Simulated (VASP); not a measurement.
# Sb (Pm-3m) in VASP: notebook

Sb is run at these levels: r2SCAN, PBE; tasks: single point.

All numbers are computed with VASP 6.6.1; they aren't measurements. Logs are shortened: lines on timing, memory, paths and dates and some standing lists are left out, and cuts for length are marked.

## Step 1: The cell of the first run

The structure is cubic, space group Pm-3m (No. 221). The conventional cell has a = 3.202 Å, b = 3.202 Å, c = 3.202 Å, α = 90.00°, β = 90.00°, γ = 90.00°. Within 4.2 Å of Sb (site symmetry m-3m) lie 6 Sb at 3.20 Å.

## Step 2: Single point, r2SCAN

File POSCAR:

```
Sb
1.0
    3.2015837161      0.0000000000      0.0000000000
    0.0000000000      3.2015837161      0.0000000000
    0.0000000000      0.0000000000      3.2015837161
Sb
1
Direct
    0.0000000000      0.0000000000      0.0000000000
```

File INCAR.step1:

```
  PREC = Accurate
  ENCUT = 520
  ISMEAR = -1
  SIGMA = 0.05
  LREAL = False
  LASPH = True
  NELM = 80
  NBANDS = 8
  GGA = PE
  ALGO = Normal
  EDIFF = 1E-4
  LWAVE = True
  LCHARG = False
```

File INCAR.step2:

```
  PREC = Accurate
  ENCUT = 520
  EDIFF = 1E-6
  ISMEAR = -1
  SIGMA = 0.05
  LREAL = False
  LASPH = True
  NELM = 80
  ALGO = Normal
  ISIF = 2
  LWAVE = False
  LCHARG = False
  METAGGA = R2SCAN
  LMIXTAU = True
  NBANDS = 8
  ISTART = 1
```

File KPOINTS:

```
Automatic mesh
0
Gamma
  8 8 8
```

Potentials or basis: VASP PAW PBE potentials, release 64 (Sb).

Command:

```
$ cat potpaw_PBE.64/Sb/POTCAR > POTCAR
$ cp INCAR.step1 INCAR
$ mpirun -np 1 vasp_std > vasp.out
$ cp INCAR.step2 INCAR
$ mpirun -np 1 vasp_std > vasp.out
```

OUTCAR:

```text
PREC = Accurate
   ENCUT = 520
   EDIFF = 1E-6
   ISMEAR = -1
   LREAL = False
   LASPH = True
   NELM = 80
   ISIF = 2
   METAGGA = R2SCAN
   ISTART = 1

 ion  position               nearest neighbor table
   1  0.000  0.000  0.000-

  LATTYP: Found a simple cubic cell.
 ALAT       =     3.2015837161

  Lattice vectors:

 A1 = (   3.2015837161,   0.0000000000,   0.0000000000)
 A2 = (   0.0000000000,   3.2015837161,   0.0000000000)
 A3 = (   0.0000000000,   0.0000000000,   3.2015837161)

Analysis of symmetry for initial positions (statically):
=====================================================================
 Subroutine PRICEL returns:
 Original cell was already a primitive cell.

 Routine SETGRP: Setting up the symmetry group for a
 simple cubic supercell.

 Subroutine GETGRP returns: Found 48 space group operations
 (whereof 48 operations were pure point group operations)
 out of a pool of 48 trial point group operations.

The static configuration has the point symmetry O_h .

Analysis of symmetry for dynamics (positions and initial velocities):
=====================================================================
 Subroutine PRICEL returns:
 Original cell was already a primitive cell.

 Routine SETGRP: Setting up the symmetry group for a
 simple cubic supercell.

 Subroutine GETGRP returns: Found 48 space group operations
 (whereof 48 operations were pure point group operations)
 out of a pool of 48 trial point group operations.

The dynamic configuration has the point symmetry O_h .

 Subroutine INISYM returns: Found 48 space group operations
 (whereof 48 operations are pure point group operations),
 and found     1 'primitive' translations

----------------------------------------------------------------------------------------

                                     Primitive cell

  volume of cell :      32.8167

  direct lattice vectors                    reciprocal lattice vectors
     3.201583716  0.000000000  0.000000000     0.312345417  0.000000000  0.000000000
     0.000000000  3.201583716  0.000000000     0.000000000  0.312345417  0.000000000
     0.000000000  0.000000000  3.201583716     0.000000000  0.000000000  0.312345417

  length of vectors
     3.201583716  3.201583716  3.201583716     0.312345417  0.312345417  0.312345417

  position of ions in fractional coordinates (direct lattice)
     0.000000000  0.000000000  0.000000000

  ion indices of the primitive-cell ions
   primitive index   ion index
                 1           1

----------------------------------------------------------------------------------------

 KPOINTS: Automatic mesh

Automatic generation of k-mesh.
 Grid dimensions read from file:
 generate k-points for:    8    8    8

 Generating k-lattice:

  Cartesian coordinates                     Fractional coordinates (reciprocal lattice)
     0.039043177  0.000000000  0.000000000     0.125000000  0.000000000  0.000000000
     0.000000000  0.039043177  0.000000000     0.000000000  0.125000000  0.000000000
     0.000000000  0.000000000  0.039043177     0.000000000  0.000000000  0.125000000

  Length of vectors
     0.039043177  0.039043177  0.039043177

  Shift w.r.t. Gamma in fractional coordinates (k-lattice)
     0.000000000  0.000000000  0.000000000

 Subroutine IBZKPT returns following result:
 ===========================================

 Found     35 irreducible k-points:

 Following reciprocal coordinates:
            Coordinates               Weight
  0.000000  0.000000  0.000000      1.000000
  0.125000  0.000000  0.000000      6.000000
  0.250000  0.000000  0.000000      6.000000
  0.375000  0.000000  0.000000      6.000000
  0.500000  0.000000  0.000000      3.000000
  0.125000  0.125000  0.000000     12.000000
[... 16 lines left out ...]
  0.375000  0.375000  0.125000     24.000000
  0.500000  0.375000  0.125000     24.000000
 [... further k-points ...]
   k-points           NKPTS =     35   k-points in BZ     NKDIM =     35   number of bands    NBANDS=      8
   number of dos      NEDOS =    301   number of ions     NIONS =      1
   total plane-waves  NPLWV =  13824
   dimension x,y,z NGX =    24 NGY =   24 NGZ =   24
   dimension x,y,z NGXF=    48 NGYF=   48 NGZF=   48
   ions per type =               1
   NGX,Y,Z   is equivalent  to a cutoff of  12.46, 12.46, 12.46 a.u.
   NGXF,Y,Z  is equivalent  to a cutoff of  24.92, 24.92, 24.92 a.u.
 SYSTEM =  unknown system
   PREC   = accura    normal or accurate (medium, high low for compatibility)
   ISTART =      1    job   : 0-new  1-cont  2-samecut
   ICHARG =      0    charge: 1-file 2-atom 10-const
   ISPIN  =      1    spin polarized calculation?
   LNONCOLLINEAR =      F non collinear calculations
   LSORBIT =      F    spin-orbit coupling
   LASPH  =      T    aspherical Exc in radial PAW
   ENCUT  =  520.0 eV  38.22 Ry    6.18 a.u.   5.95  5.95  5.95*2*pi/ulx,y,z
   NELM   =     80;   NELMIN=  2; NELMDL=  0     # of ELM steps
   EDIFF  = 0.1E-05   stopping-criterion for ELM
   LREAL  =      F    real-space projection
   EDIFFG = 0.1E-04   stopping-criterion for IOM
   NSW    =      0    number of steps for IOM
   IBRION =     -1    ionic relax: 0-MD 1-quasi-New 2-CG
   NFREE  =      0    steps in history (QN), initial steepest desc. (CG)
   ISIF   =      2    stress and relaxation
   ISYM   =      2    0-nonsym 1-usesym 2-fastsym
   POTIM  = 0.5000    time-step for ionic-motion
   TEBEG  =    0.0;   TEEND  =   0.0 temperature during run
   PSTRESS=    0.0 pullay stress
   NELECT =       5.0000    total number of electrons
   NUPDOWN=      -1.0000    fix difference up-down
   EMIN   =  10.00;   EMAX   =-10.00  energy-range for DOS
   EFERMI =   0.00;   METHOD = LEGACY
   ISMEAR =    -1;   SIGMA  =   0.05  broadening in eV -4-tet -1-fermi 0-gaus
   EFERMI_NEDOS =   21; number of points for ismear=-14 and -15
   IALGO  =     38    algorithm
   IMIX   =      4    mixing-type and parameters
     AMIX     =   0.40;   BMIX     =  1.00
     AMIX_MAG =   1.60;   BMIX_MAG =  1.00
  volume/ion in A,a.u.               =      32.82       221.46
  Fermi-wavevector in a.u.,A,eV,Ry     =   0.874380  1.652338 10.402192  0.764540
  Thomas-Fermi vector in A             =   1.993902
   LORBIT       =      0    0 simple, 1 ext, 2 COOP (PROOUT), +10 PAW based schemes
   METAGGA = R2SCAN    functional components
   LHFCALC =     F    Hartree Fock is set to
   AEXX    =    0.0000 exact exchange contribution
   IVDW    =     0    specifies the selected vdW correction
   LEPSILON=     F    determine dielectric tensor
   LRPA    =     F    only Hartree local field effects (RPA)
 non-spin polarized calculation
  energy-cutoff  :      520.00
  volume of cell :       32.82
 maximum number of plane-waves:       912
 NGX is ok and might be reduce to    24
   NGX = 11   NGY = 11   NGZ = 11

 number of electron       5.0000001 magnetization

 Free energy of the ion-electron system (eV)
  ---------------------------------------------------
  ext. energy  EPLUGINS =         0.00000000
  ---------------------------------------------------
  free energy    TOTEN  =       -25.56505957 eV

  energy without entropy =      -25.55776660  energy(sigma->0) =      -25.56141309

 E-fermi :   5.8473     XC(G=0):  -9.6923

 val. band max:        5.8387083251   @ k =   0.3750   0.2500   0.1250
 cond. band min:       6.0610007084   @ k =   0.5000   0.2500   0.0000
 fundamental gap:      0.2222923832
 Fermi energy:         5.8473029009

 k-point     1 :       0.0000    0.0000    0.0000
  band No.  band energies     occupation
      1      -6.3617      2.00000
      2       9.0764      0.00000
      3       9.0764      0.00000
      4       9.0764      0.00000
      5      13.0652      0.00000
      6      13.0652      0.00000
      7      14.4145      0.00000
      8      23.7916      0.00000

 k-point     2 :       0.1250    0.0000    0.0000
  band No.  band energies     occupation
      1      -6.1467      2.00000
      2       6.9980      0.00000
      3       9.2815      0.00000
      4       9.2815      0.00000
      5      13.2421      0.00000
      6      14.0074      0.00000
      7      16.0631      0.00000
      8      22.1966      0.00000

 k-point     3 :       0.2500    0.0000    0.0000
  band No.  band energies     occupation
      1      -5.5299      2.00000
      2       4.0770      2.00000
      3       9.8410      0.00000
      4       9.8410      0.00000
      5      13.7545      0.00000
      6      14.7136      0.00000
      7      19.5339      0.00000
      8      20.0362      0.00000

 k-point     4 :       0.3750    0.0000    0.0000
  band No.  band energies     occupation
      1      -4.6627      2.00000
      2       1.7157      2.00000
      3      10.5396      0.00000
      4      10.5396      0.00000
      5      14.4992      0.00000
      6      15.7434      0.00000
      7      18.3088      0.00000
      8      18.3088      0.00000

 k-point     5 :       0.5000    0.0000    0.0000
  band No.  band energies     occupation
      1      -4.1369      2.00000
      2       0.6798      2.00000
      3      10.8980      0.00000
      4      10.8980      0.00000
      5      14.9831      0.00000
      6      16.9397      0.00000
      7      17.5475      0.00000
      8      17.5995      0.00000
[... 177 lines left out ...]
 k-point    22 :       0.5000    0.2500    0.1250
  band No.  band energies     occupation
      1      -3.0581      2.00000
      2       1.6335      2.00000
      3       6.2511      0.00062
      4       9.8077      0.00000
      5      11.7662      0.00000
      6      15.2058      0.00000
      7      18.5256      0.00000
      8      19.5418      0.00000

 k-point    23 :       0.3750    0.3750    0.1250
  band No.  band energies     occupation
      1      -2.6968      2.00000
      2       3.2716      2.00000
      3       3.5898      2.00000
      4      10.0924      0.00000
      5      10.6346      0.00000
      6      16.6047      0.00000
      7      16.9635      0.00000
      8      19.3753      0.00000

 k-point    24 :       0.5000    0.3750    0.1250
  band No.  band energies     occupation
      1      -2.1338      2.00000
      2       2.3480      2.00000
      3       3.8359      2.00000
      4       9.7510      0.00000
      5      10.5485      0.00000
      6      16.0145      0.00000
      7      17.2926      0.00000
      8      19.9133      0.00000

 [... further k-points ...]
[... 5 lines left out ...]
  --------------------------------------------------------------------------------------
  -------------------------------------------------------------------------------------
  Total       -1.0243918     -1.0243918     -1.0243918      0.0000000      0.0000000     -0.0000000
  in kB      -50.0129068    -50.0129068    -50.0129068      0.0000000      0.0000000     -0.0000000
  external PRESSURE =     -50.0129068 kB  Pullay stress =       0.0000000 kB

 VOLUME and BASIS-vectors are now :
 -----------------------------------------------------------------------------
  energy-cutoff  :      520.00
  volume of cell :       32.82
      direct lattice vectors                 reciprocal lattice vectors
     3.201583716  0.000000000  0.000000000     0.312345417  0.000000000  0.000000000
     0.000000000  3.201583716  0.000000000     0.000000000  0.312345417  0.000000000
     0.000000000  0.000000000  3.201583716     0.000000000  0.000000000  0.312345417

 POSITION                                       TOTAL-FORCE (eV/Angst)
 -----------------------------------------------------------------------------------
      0.00000      0.00000      0.00000         0.000000      0.000000      0.000000
 -----------------------------------------------------------------------------------
    total drift:                               -0.000000      0.000000     -0.000000

  FREE ENERGIE OF THE ION-ELECTRON SYSTEM (eV)
  ---------------------------------------------------
  free  energy   TOTEN  =       -25.5650595743 eV

  energy  without entropy=      -25.5577665959  energy(sigma->0) =      -25.56141309
```

Run time: 12 s. Hardware: 1 thread of Intel Xeon Platinum 8375C at 2.90GHz (Ice Lake), shared host; peak memory 0.14 GiB.

Results:

* Free energy: -25.5651 eV
* Pressure: -5.0 GPa

Caveat: the PAW data sets were made with another functional, which shifts forces and pressure a little; spin-orbit coupling is left out, which moves the levels of the heavy elements.

## Step 3: Single point, r2SCAN

This run uses another cell than the first one, of 33.45 Å³/atom, 1.019 times its volume.

File POSCAR:

```
Sb
1.0
    3.2219765189      0.0000000000      0.0000000000
    0.0000000000      3.2219765189      0.0000000000
    0.0000000000      0.0000000000      3.2219765189
Sb
1
Direct
    0.0000000000      0.0000000000      0.0000000000
```

File INCAR.step1:

```
PREC = Accurate
ENCUT = 520
ISMEAR = -1
SIGMA = 0.05
LREAL = F
LASPH = T
NELM = 60
NBANDS = 8
GGA = PE
ALGO = Normal
EDIFF = 1E-4
LWAVE = T
LCHARG = F
```

File INCAR.step2:

```
PREC = Accurate
ENCUT = 520
EDIFF = 1E-7
ISMEAR = -1
SIGMA = 0.05
LREAL = F
LASPH = T
NELM = 60
ALGO = Normal
ISIF = 2
LWAVE = F
LCHARG = F
METAGGA = R2SCAN
LMIXTAU = T
NBANDS = 8
ISTART = 1
```

KPOINTS is that of step 2.

Potentials or basis: VASP PAW PBE potentials, release 64 (Sb).

Command:

```
$ cat potpaw_PBE.64/Sb/POTCAR > POTCAR
$ cp INCAR.step1 INCAR
$ mpirun -np 1 vasp_std > vasp.out
$ cp INCAR.step2 INCAR
$ mpirun -np 1 vasp_std > vasp.out
```

Run time: 15 s. Hardware: 1 thread of Intel Xeon Platinum 8375C at 2.90GHz (Ice Lake), shared host; peak memory 0.14 GiB.

It converged, with:

* Free energy: -25.5440 eV
* Pressure: -5.7 GPa

Levels at points of the mesh, in eV from the Fermi level:
| k point | band 1 | band 2 | band 3 | band 4 | band 5 | band 6 | band 7 | band 8 |
| --- | --- | --- | --- | --- | --- | --- | --- | --- |
| (0.00, 0.00, 0.00) | -12.08 | 3.18 | 3.18 | 3.18 | 7.20 | 7.20 | 8.45 | 17.83 |
| (0.50, 0.00, 0.00) | -9.92 | -5.05 | 4.94 | 4.94 | 9.09 | 11.03 | 11.54 | 11.69 |
| (0.50, 0.50, 0.00) | -7.63 | -3.23 | -3.23 | 2.94 | 6.71 | 12.64 | 13.48 | 13.48 |
| (0.50, 0.50, 0.50) | -5.09 | -1.53 | -1.53 | -1.53 | 5.40 | 5.40 | 5.40 | 7.81 |

Caveat: the PAW data sets were made with another functional, which shifts forces and pressure a little; spin-orbit coupling is left out, which moves the levels of the heavy elements.

## Step 4: Single point, PBE

This run uses another cell than the first one, of 31.55 Å³/atom, 0.962 times its volume.

File INCAR:

```
SYSTEM = Sb
  PREC = Accurate
  ENCUT = 520
  EDIFF = 1E-6
  ISMEAR = -1
  SIGMA = 0.04
  LREAL = .False.
  LASPH = .True.
  NELM = 80
  ALGO = Normal
  ISIF = 2
  LWAVE = .False.
  LCHARG = .False.
  GGA = PE
  NBANDS = 8
```

File KPOINTS:

```
regular mesh
0
Gamma
  3 3 3
  0 0 0
```

File POSCAR:

```
Sb
1.0
    3.1600000000      0.0000000000      0.0000000000
    0.0000000000      3.1600000000      0.0000000000
    0.0000000000      0.0000000000      3.1600000000
Sb
1
Direct
    0.0000000000      0.0000000000      0.0000000000
```

Command:

```
$ cat potpaw_PBE.64/Sb/POTCAR > POTCAR
$ mpirun -np 1 vasp_std > vasp.out
```

Wall time 1.3 s (1 thread of Intel Xeon 6975P-C (Granite Rapids), shared host); peak memory 0.12 GiB.

The run converged. Its results:

```
Free energy : -3.7101 eV
Pressure    : -2.5 GPa
```

Levels at points of the mesh, in eV from the Fermi level:
| k point | band 1 | band 2 | band 3 | band 4 | band 5 | band 6 | band 7 |
| --- | --- | --- | --- | --- | --- | --- | --- |
| (0.00, 0.00, 0.00) | -10.85 | 4.24 | 4.24 | 4.24 | 7.98 | 7.98 | 9.05 |

Caveat: the k points lie up to 0.66 Å⁻¹ apart; spin-orbit coupling is left out, which moves the levels of the heavy elements.

## Step 5: Overview

| level | cell | k mesh | smearing | gap on the mesh (eV) | pressure (GPa) |
| --- | --- | --- | --- | --- | --- |
| r2SCAN | a = 3.202 Å, 1 atom | 8 × 8 × 8 | fermi-dirac 0.05 eV | none | -5.0 |
| r2SCAN | a = 3.222 Å, 1 atom | 8 × 8 × 8 | fermi-dirac 0.05 eV | none | -5.7 |
| PBE | a = 3.160 Å, 1 atom | 3 × 3 × 3 | fermi-dirac 0.04 eV | none | -2.5 |

Alike in all rows: task single point; potentials or basis VASP PAW PBE potentials, release 64 (Sb); no spin polarisation; cutoff (eV) 520.

Caveats: some runs use coarse meshes; spin-orbit coupling is left out, which moves the levels of the heavy elements; the PAW data sets were made with another functional, which shifts forces and pressure a little (some runs).

Absolute energies hang on the potentials; compare differences alone.
